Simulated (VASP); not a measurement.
The system is Ir.

```
Ir
1.0
     2.55182    0.00000    0.00000
     0.00000    2.55182    0.00000
     0.00000    0.00000    2.55182
Ir
1
Direct
  0.00000 0.00000 0.00000
```

```yaml
Program: VASP 6.6.1
Task: relaxation of cell and atoms
Functional: PBE
Potentials_or_basis: VASP PAW PBE potentials, release 64 (Ir)
Cutoff: 600 eV
k_mesh: 14 × 14 × 14
Occupations: fermi-dirac, width 0.05 eV
Spin: no spin polarisation
```

At the start: pressure 5.8 GPa; volume 16.62 Å³/atom.

Question: Where does the relaxation end?

Answer: Over 4 steps the energy falls by 6.6 meV/atom and the volume is 16.99 Å³/atom (+2.3 %); space group Pm-3m (No. 221, to 0.05 Å).

The path:
```csv
step,energy change (eV),largest force (eV/Å),pressure (GPa),volume (Å³)
1,0.0000,0.0000,5.81,16.62
2,0.0429,0.0000,-13.33,18.11
3,-0.0066,0.0000,-0.12,17.00
4,-0.0066,0.0000,-0.01,16.99
```

Final structure:
```
CELL_PARAMETERS angstrom
2.57095 0.00000 0.00000
0.00000 2.57095 0.00000
0.00000 0.00000 2.57095
ATOMIC_POSITIONS crystal
Ir 0.00000 0.00000 0.00000
```
